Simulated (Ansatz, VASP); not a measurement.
**Ga: VASP beside Ansatz**

```
Ga
1.0
     2.90339    0.00000    0.00000
    -1.45170    2.51441    0.00000
     0.00000    0.00000    9.02607
Ga
4
Direct
  0.00000 0.00000 0.00000
  0.00000 0.00000 0.50000
  0.33333 0.66667 0.25000
  0.66667 0.33333 0.75000
```

Alike in both runs: task single point; functional r2SCAN; k mesh 14 × 14 × 4; occupations fermi-dirac, width 0.1 eV; no spin polarisation.

```csv
,VASP,Ansatz
version,VASP 6.6.1,Ansatz 0.2.0
potentials or method,"VASP PAW PBE potentials, release 64 (Ga_d), cutoff 520 eV","plane waves (500 eV) with PAW, scalar-relativistic"
valence electrons in the cell,52,52
```

```csv
,VASP,Ansatz,Ansatz less VASP
pressure (GPa),6.1,6.1,-0.04
"traceless stress, the component that is largest in VASP (GPa)",0.28,0.18,-0.105
```

VASP's potentials were made for PBE, not for r2SCAN. With one functional, cell and mesh, what is left measures potentials, basis and numerics.
